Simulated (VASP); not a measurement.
The system is CuO.

```
Cu O
1.0
     2.32613   -1.69981    0.00000
     2.32613    1.69981    0.00000
    -0.84432    0.00000    5.02392
Cu O
2 2
Cartesian
  0.7409 -0.8499 2.5120
  1.1631 0.8499 0.0000
  1.6929 0.2774 3.7679
  2.1151 -0.2774 1.2560
```

Base run:

```yaml
Program: VASP 6.6.1
Functional: RPBE
Dispersion: D3(BJ)
Potentials_or_basis: VASP PAW PBE potentials, release 64 (Cu_sv_GW, O)
Cutoff: 820 eV
k_mesh: 10 × 10 × 5
Occupations: fermi-dirac, width 0.05 eV
Spin: no spin polarisation
```

Its results: band gap on the k mesh zero (bands 25 and 26 overlap by 0.59 eV); pressure -9.5 GPa; largest force 0.066 eV/Å.

The run is repeated on the same cell with these changes: dispersion from D3(BJ) to D4. What comes out?

Band gap on the k mesh zero (bands 25 and 26 overlap by 0.59 eV); pressure 4.6 GPa; largest force 0.116 eV/Å.

Caveats: the PAW data sets were made with another functional, which shifts forces and pressure a little; semilocal functionals often make such compounds metallic where correlation or magnetic order opens a gap, which also shifts bond lengths; the cell stands under tension (at least some runs); the dispersion term is far too large for a dense solid, which distorts pressure and volume (at least some runs); the cell stands under pressure (at least some runs).
